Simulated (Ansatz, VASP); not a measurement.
# N in VASP and in Ansatz

The input INCAR:

```
ALGO = Normal
EDIFF = 1E-7
ENCUT = 520
GGA = PE
ISIF = 2
ISMEAR = -1
LASPH = T
LCHARG = F
LREAL = F
LWAVE = F
NBANDS = 12
NELM = 100
PREC = Accurate
SIGMA = 0.02
```

The input KPOINTS:

```
k-points
0
Gamma
  10 10 5
```

POSCAR

```
N
1.0
    3.5985043956      0.0000000000      0.0000000000
   -1.7992521978      3.1163962223      0.0000000000
    0.0000000000      0.0000000000      5.8405018615
N
2
Direct
    0.3333333333      0.6666666667      0.2500000000
    0.6666666667      0.3333333333      0.7500000000
```

Input for Ansatz:

```yaml
crystal:
  lattice:
    - [3.5985043956, 0.0, 0.0]
    - [-1.7992521978, 3.1163962223, 0.0]
    - [0.0, 0.0, 5.8405018615]
  atoms:
    - { symbol: "N", position: [0.3333333333, 0.6666666667, 0.25] }
    - { symbol: "N", position: [0.6666666667, 0.3333333333, 0.75] }
kpoints:
  mp_grid: { grid: [10, 10, 5] }
scf:
  occupations: { method: fermi_dirac, width: 0.02 }
hamiltonian:
  xc: pbe
  pseudopotentials: { kind: all_electron, lapw: { basis_error: 0.0005 } }
output:
  forces: true
  stress: true
  eigenvalues: true
```

Change from the starting cell: volume scaled by 0.975.

Alike in both runs: task single point; functional PBE; k mesh 10 × 10 × 5; occupations fermi-dirac, width 0.02 eV; no spin polarisation.

|  | VASP | Ansatz |
| --- | --- | --- |
| version | VASP 6.6.1 | Ansatz 0.2.0 |
| potentials or method | VASP PAW PBE potentials, release 64 (N), cutoff 520 eV | all-electron LAPW, scalar-relativistic |

```tsv
	VASP	Ansatz	Ansatz less VASP
pressure (GPa)	-7.7	-7.6	+0.05
```

Ansatz ran all-electron here, and VASP with PAW potentials.
